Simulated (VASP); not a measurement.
**VN: single point with PBE+D4**

The system is VN.

```
V N
1.0
     0.00000    2.03999    2.03999
     2.03999    0.00000    2.03999
     2.03999    2.03999    0.00000
V N
1 1
Direct
  0.00000 0.00000 0.00000
  0.50000 0.50000 0.50000
```

- Program: VASP 6.6.1
- Task: single point
- Functional: PBE
- Dispersion: D4
- Potentials or basis: VASP PAW PBE potentials, release 64 (V_sv, N)
- Cutoff: 600 eV
- k mesh: 10 × 10 × 10
- Occupations: gaussian, width 0.05 eV
- Spin: collinear spin, ferromagnetic start
- Starting moments: [0.05, 0.0] μB

| Quantity | Value |
| --- | --- |
| Pressure | 0.8 GPa |
| Band gap on the k mesh | zero (filled and empty bands overlap) |
| Net moment | 0.00 μB per cell |
| Valence electrons inside the program's atomic spheres | V 11.74; N 3.77 |
| Dispersion energy per atom | -0.383 eV |

Levels at points of the mesh, in eV from the Fermi level:
Spin up:
```
           k point  band 5  band 6  band 7  band 8  band 9  band 10  band 11  band 12  band 13  band 14
(0.00, 0.00, 0.00)  -18.25   -2.34   -2.34   -2.34   -1.65    -1.65    -1.65    -0.53    -0.53     6.29
(0.50, 0.00, 0.00)  -15.40   -9.18   -6.33   -6.33    0.58     0.58     1.50     5.15     5.15     6.32
(0.50, 0.50, 0.00)  -16.44   -6.84   -4.04   -3.79   -3.79     0.49     1.23     1.23     2.83    10.75
```
Spin down:
| k point | band 5 | band 6 | band 7 | band 8 | band 9 | band 10 | band 11 | band 12 | band 13 | band 14 |
| --- | --- | --- | --- | --- | --- | --- | --- | --- | --- | --- |
| (0.00, 0.00, 0.00) | -18.25 | -2.34 | -2.34 | -2.34 | -1.65 | -1.65 | -1.65 | -0.53 | -0.53 | 6.29 |
| (0.50, 0.00, 0.00) | -15.40 | -9.18 | -6.33 | -6.33 | 0.58 | 0.58 | 1.50 | 5.16 | 5.16 | 6.32 |
| (0.50, 0.50, 0.00) | -16.44 | -6.84 | -4.03 | -3.79 | -3.79 | 0.49 | 1.23 | 1.23 | 2.83 | 10.76 |

It took 23 s on 1 thread of Intel Xeon 6975P-C, with other jobs on the host, peak memory 0.17 GiB.

Caveat: pairwise dispersion overbinds metals, which lowers pressure and volume. With open d or f shells a metallic result of PBE can be an artefact of self-interaction; +U or a hybrid may open a gap.
